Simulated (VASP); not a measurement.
# Si2Mo in VASP: further runs, part 2 of 3

VASP 6.6.1. Earlier steps stand in the parts before.

### 3 Single point, PBEsol

This run uses another cell than the first one, of 13.27 Å³/atom.

INCAR

```
  ALGO = Normal
  EDIFF = 1E-6
  ENCUT = 520
  GGA = PS
  ISIF = 2
  ISMEAR = 0
  LASPH = T
  LCHARG = F
  LREAL = F
  LWAVE = F
  NBANDS = 31
  NELM = 80
  PREC = Accurate
  SIGMA = 0.1
```

KPOINTS

```
k-points
0
Gamma
  12 12 6
```

POSCAR

```
Si2Mo
1.0
    3.1900701716      0.0000000000      0.0000000000
    0.0000000000      3.1900701716      0.0000000000
    0.0000000000      0.0000000000      7.8213840138
Si Mo
4 2
Direct
    0.0000000000      0.0000000000      0.3350596647
    0.5000000000      0.5000000000      0.1649403353
    0.5000000000      0.5000000000      0.8350596647
    0.0000000000      0.0000000000      0.6649403353
    0.0000000000      0.0000000000      0.0000000000
    0.5000000000      0.5000000000      0.5000000000
```

Potentials or basis: VASP PAW PBE potentials, release 64 (Si, Mo_sv).

Run with:

```
cat potpaw_PBE.64/Si/POTCAR potpaw_PBE.64/Mo_sv/POTCAR > POTCAR
mpirun -np 1 vasp_std > vasp.out
```

OUTCAR:

```text
EDIFF = 1E-6
   ENCUT = 520
   GGA = PS
   ISIF = 2
   ISMEAR = 0
   LASPH = T
   LREAL = F
   NELM = 80
   PREC = Accurate

 ion  position               nearest neighbor table
   1  0.000  0.000  0.335-   4 2.58   6 2.60   6 2.60   6 2.60   6 2.60   2 2.62   2 2.62   2 2.62
                             2 2.62   5 2.62
   2  0.500  0.500  0.165-   3 2.58   5 2.60   5 2.60   5 2.60   5 2.60   1 2.62   1 2.62   1 2.62
                             1 2.62   6 2.62
   3  0.500  0.500  0.835-   2 2.58   5 2.60   5 2.60   5 2.60   5 2.60   4 2.62   4 2.62   4 2.62
                             4 2.62   6 2.62
   4  0.000  0.000  0.665-   1 2.58   6 2.60   6 2.60   6 2.60   6 2.60   3 2.62   3 2.62   3 2.62
                             3 2.62   5 2.62
   5  0.000  0.000  0.000-   2 2.60   3 2.60   2 2.60   3 2.60   2 2.60   3 2.60   2 2.60   3 2.60
                             1 2.62   4 2.62
   6  0.500  0.500  0.500-   1 2.60   4 2.60   1 2.60   4 2.60   1 2.60   4 2.60   1 2.60   4 2.60
                             3 2.62   2 2.62

  LATTYP: Found a simple tetragonal cell.
 ALAT       =     3.1900701716
 C/A-ratio  =     2.4517905855

  Lattice vectors:

 A1 = (   3.1900701716,   0.0000000000,   0.0000000000)
 A2 = (   0.0000000000,   3.1900701716,   0.0000000000)
 A3 = (   0.0000000000,   0.0000000000,   7.8213840138)

[... 198 lines left out ...]

 E-fermi :  12.3682     XC(G=0): -12.5625

 val. band max:       12.3671774066   @ k =   0.0833   0.0000   0.3333
 cond. band min:      12.3753067182   @ k =   0.0833   0.0000   0.5000
 fundamental gap:      0.0081293117
 Fermi energy:        12.3682077311

 k-point     1 :       0.0000    0.0000    0.0000
  band No.  band energies     occupation
      1     -48.2644      2.00000
      2     -48.2638      2.00000
      3     -22.4842      2.00000
      4     -22.4582      2.00000
      5     -22.3714      2.00000
      6     -22.3714      2.00000
[... 805 lines left out ...]
     30      16.4748      0.00000
     31      17.7001      0.00000

 [... further k-points ...]
[... 5 lines left out ...]
  --------------------------------------------------------------------------------------
  -------------------------------------------------------------------------------------
  Total        0.2222931      0.2222931      0.1417101      0.0000000     -0.0000000      0.0000000
  in kB        4.4745815      4.4745815      2.8525100      0.0000000     -0.0000000      0.0000000
  external PRESSURE =       3.9338910 kB  Pullay stress =       0.0000000 kB

 VOLUME and BASIS-vectors are now :
 -----------------------------------------------------------------------------
  energy-cutoff  :      520.00
  volume of cell :       79.59
      direct lattice vectors                 reciprocal lattice vectors
     3.190070172  0.000000000  0.000000000     0.313472728  0.000000000  0.000000000
     0.000000000  3.190070172  0.000000000     0.000000000  0.313472728  0.000000000
     0.000000000  0.000000000  7.821384014     0.000000000  0.000000000  0.127854610

 POSITION                                       TOTAL-FORCE (eV/Angst)
 -----------------------------------------------------------------------------------
      0.00000      0.00000      2.62063        -0.000000      0.000000      0.010731
      1.59504      1.59504      1.29006        -0.000000     -0.000000     -0.010731
      1.59504      1.59504      6.53132         0.000000     -0.000000      0.010731
      0.00000      0.00000      5.20075        -0.000000     -0.000000     -0.010731
      0.00000      0.00000      0.00000        -0.000000     -0.000000      0.000000
      1.59504      1.59504      3.91069         0.000000      0.000000      0.000000
 -----------------------------------------------------------------------------------
    total drift:                                0.000000      0.000000     -0.000000

  FREE ENERGIE OF THE ION-ELECTRON SYSTEM (eV)
  ---------------------------------------------------
  free  energy   TOTEN  =       -50.1589739862 eV

  energy  without entropy=      -50.1562612034  energy(sigma->0) =      -50.15761759
```

OSZICAR:

```text
N       E                     dE             d eps       ncg     rms          rms(c)
DAV:   1     0.309351816275E+03    0.30935E+03   -0.23119E+04  7104   0.136E+03
DAV:   2    -0.403653951995E+02   -0.34972E+03   -0.33786E+03  7903   0.363E+02
DAV:   3    -0.519543025569E+02   -0.11589E+02   -0.11344E+02  9085   0.582E+01
DAV:   4    -0.520920353353E+02   -0.13773E+00   -0.13751E+00  8270   0.610E+00
DAV:   5    -0.520937626214E+02   -0.17273E-02   -0.17270E-02  8878   0.675E-01    0.327E+01
DAV:   6    -0.504972617189E+02    0.15965E+01   -0.10506E+01  8156   0.182E+01    0.698E+00
DAV:   7    -0.502580323077E+02    0.23923E+00   -0.18345E+00  7798   0.721E+00    0.678E+00
DAV:   8    -0.501604232006E+02    0.97609E-01   -0.29139E-01  8255   0.332E+00    0.636E-01
DAV:   9    -0.501594150831E+02    0.10081E-02   -0.92798E-03  8631   0.497E-01    0.382E-01
DAV:  10    -0.501591983209E+02    0.21676E-03   -0.35101E-03  8127   0.394E-01    0.219E-01
DAV:  11    -0.501589758718E+02    0.22245E-03   -0.11697E-03  8186   0.215E-01    0.418E-02
DAV:  12    -0.501589744427E+02    0.14291E-05   -0.30385E-05  8292   0.315E-02    0.159E-02
DAV:  13    -0.501589739862E+02    0.45658E-06   -0.24739E-06  7141   0.774E-03
   1 F= -.50158974E+02 E0= -.50157618E+02  d E =-.271278E-02
```

Run time: 1.8 min. Hardware: 1 thread of AMD EPYC 9R45 (Zen 5), shared host; peak memory 0.3 GiB.

Results:

```yaml
Free_energy: -50.1590 eV
Pressure: 0.4 GPa
Largest_force: 0.011 eV/Å
Band_gap_on_the_k_mesh: zero (bands 22 and 23 overlap by 0.87 eV)
```

Forces on the atoms (eV/Å):
```
Si   0.000  0.000  0.011
Si   0.000  0.000 -0.011
Si   0.000  0.000  0.011
Si   0.000  0.000 -0.011
Mo   0.000  0.000  0.000
Mo   0.000  0.000  0.000
```

Stress tensor (GPa, compression positive):
```
0.45 0.00 0.00
0.00 0.45 0.00
0.00 0.00 0.29
```

Levels at points of the mesh, in eV from the Fermi level:
```
           k point  band 18  band 19  band 20  band 21  band 22  band 23  band 24  band 25  band 26  band 27
(0.00, 0.00, 0.00)    -2.27    -0.62    -0.62    -0.49    -0.49     0.36     0.50     3.10     3.20     3.53
(0.50, 0.00, 0.00)    -2.58    -2.45    -2.45    -0.74    -0.74     1.85     1.85     3.26     3.26     3.64
(0.50, 0.50, 0.00)    -4.51    -3.14    -3.14    -1.24    -1.24     2.32     2.32     2.75     2.75     3.15
(0.00, 0.00, 0.50)    -2.12    -2.12    -2.12     0.43     0.43     1.70     1.70     1.70     1.70     2.03
(0.50, 0.00, 0.50)    -2.65    -2.63    -2.63    -0.55    -0.55     2.26     2.26     3.10     3.10     4.12
(0.50, 0.50, 0.50)    -2.76    -2.13    -2.13    -2.13    -2.13     0.29     0.29     2.32     2.32     4.01
```

Caveat: the PAW data sets were made with another functional, which shifts forces and pressure a little.

### 4 Single point, PBEsol (uniaxial strain along a: -4.5 %, then relaxed in part)

INCAR

```
SYSTEM = Si2Mo
ALGO = Normal
EDIFF = 1E-6
ENCUT = 520
GGA = PS
ISIF = 2
ISMEAR = 0
LASPH = .True.
LCHARG = .True.
LELF = .True.
LREAL = .False.
LVHAR = .True.
LWAVE = .False.
NBANDS = 31
NELM = 60
PREC = Accurate
SIGMA = 0.1
```

KPOINTS

```
k-points
0
Gamma
  12 12 6
  0 0 0
```

POSCAR

```
Si2Mo
1.0
    3.0465170139      0.0000000000      0.0000000000
    0.0000000000      3.2315934787      0.0000000000
    0.0000000000      0.0000000000      7.8738088177
Si Mo
4 2
Direct
    0.0000000000      0.0000000000      0.3348710742
    0.5000000000      0.5000000000      0.1651289258
    0.5000000000      0.5000000000      0.8348710742
    0.0000000000      0.0000000000      0.6651289258
    0.0000000000      0.0000000000      0.0000000000
    0.5000000000      0.5000000000      0.5000000000
```

Run with:

```
cat potpaw_PBE.64/Si/POTCAR potpaw_PBE.64/Mo_sv/POTCAR > POTCAR
mpirun -np 1 vasp_std > vasp.out
```

Wall time 3.1 min (1 thread of AMD EPYC 9R45 (Zen 5), shared host); peak memory 0.42 GiB.

Results (log left out):

```yaml
Free_energy: -49.9560 eV
Pressure: 6.4 GPa
Largest_force: 0.008 eV/Å
Band_gap_on_the_k_mesh: zero (bands 22 and 23 overlap by 0.93 eV)
```

Forces in eV/Å, atoms in the order of the input:
```
Si   0.000  0.000 -0.008
Si   0.000  0.000  0.008
Si   0.000  0.000 -0.008
Si   0.000  0.000  0.008
Mo   0.000  0.000  0.000
Mo   0.000  0.000  0.000
```

Stress tensor (GPa, compression positive):
```
18.30  0.00  0.00
 0.00  0.44  0.00
 0.00  0.00  0.43
```

Levels at points of the mesh, in eV from the Fermi level:
```csv
k point,band 20,band 21,band 22,band 23,band 24,band 25
"(0.00, 0.00, 0.00)",-1.07,-0.29,0.39,0.49,0.62,2.51
"(0.50, 0.00, 0.00)",-2.72,-1.02,-1.02,1.96,1.96,3.43
"(0.00, 0.50, 0.00)",-2.12,-0.38,-0.38,1.63,1.63,2.82
"(0.50, 0.50, 0.00)",-3.42,-1.23,-1.23,2.26,2.26,3.00
"(0.00, 0.00, 0.50)",-1.54,0.56,0.56,1.26,1.26,1.93
"(0.50, 0.00, 0.50)",-2.77,-0.83,-0.83,2.74,2.74,2.84
"(0.00, 0.50, 0.50)",-2.16,-0.23,-0.23,1.90,1.90,3.84
"(0.50, 0.50, 0.50)",-2.45,-2.09,-2.09,0.22,0.22,2.36
```

Caveat: the cell differs from its parent crystal (uniaxial strain along a: -4.5 %, then relaxed in part); the cell stands under pressure; the PAW data sets were made with another functional, which shifts forces and pressure a little.

(Part 2 of 3 ends here.)
